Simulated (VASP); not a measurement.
Write the native input for VASP 6.6.1 that does the following.

- Task: single point
- Functional: r2SCAN
- Potentials or basis: VASP PAW PBE potentials, release 64 (W_sv)
- Cutoff: 520 eV
- k mesh: 24 × 24 × 24
- Occupations: gaussian, width 0.15 eV
- Spin: no spin polarisation
- Dipole correction: no
- Further INCAR settings: ALGO = Normal; EDIFF = 1e-06; NBANDS = 13

W:

```
CELL_PARAMETERS angstrom
-1.46354 1.46354 1.90261
1.46354 -1.46354 1.90261
1.46354 1.46354 -1.90261
ATOMIC_POSITIONS crystal
W 0.00000 0.00000 0.00000
```

This cell differs from its parent crystal: ratio of the length along z to the lengths across it x 1.3, volume and fractional coordinates fixed.

The input as run:

POSCAR

```
W
1.0
   -1.4635426204      1.4635426204      1.9026054066
    1.4635426204     -1.4635426204      1.9026054066
    1.4635426204      1.4635426204     -1.9026054066
W
1
Direct
    0.0000000000      0.0000000000      0.0000000000
```

INCAR.step1

```
PREC     = Accurate       # precision mode
ENCUT    = 520            # plane-wave cutoff, eV
ISMEAR   = 0              # smearing method
SIGMA    = 0.15           # smearing width, eV
LREAL    = F              # projectors in reciprocal space
LASPH    = T              # aspherical terms in the spheres
NELM     = 60             # most SCF steps
NBANDS   = 13             # bands
GGA      = PE             # functional
ALGO     = Normal         # electronic algorithm
EDIFF    = 1E-4           # SCF threshold, eV
LWAVE    = T              # write WAVECAR
LCHARG   = F              # write CHGCAR
```

INCAR.step2

```
PREC     = Accurate       # precision mode
ENCUT    = 520            # plane-wave cutoff, eV
EDIFF    = 1E-6           # SCF threshold, eV
ISMEAR   = 0              # smearing method
SIGMA    = 0.15           # smearing width, eV
LREAL    = F              # projectors in reciprocal space
LASPH    = T              # aspherical terms in the spheres
NELM     = 60             # most SCF steps
ALGO     = Normal         # electronic algorithm
ISIF     = 2              # what is computed and relaxed
LWAVE    = F              # write WAVECAR
LCHARG   = T              # write CHGCAR
METAGGA  = R2SCAN         # meta-GGA
LMIXTAU  = T            
LELF     = T              # ELF
LVHAR    = T            
NBANDS   = 13             # bands
ISTART   = 1
```

KPOINTS

```
regular mesh
0
Gamma
  24 24 24
```

Potentials or basis: VASP PAW PBE potentials, release 64 (W_sv).

The run is started by

```console
$ cat potpaw_PBE.64/W_sv/POTCAR > POTCAR
$ cp INCAR.step1 INCAR
$ mpirun -np 1 vasp_std > vasp.out
$ cp INCAR.step2 INCAR
$ mpirun -np 1 vasp_std > vasp.out
```

It gave:

- Pressure: -0.9 GPa
- Band gap on the k mesh: zero (bands 7 and 8 overlap by 4.79 eV)

Caveat: the PAW data sets were made with another functional, which shifts forces and pressure a little; spin-orbit coupling is left out, which moves the levels of the heavy elements.

Wall time 9.1 min on 1 thread of AMD EPYC 9R45 96-Core Processor (Zen 5), on a shared host, peak memory 0.29 GiB.
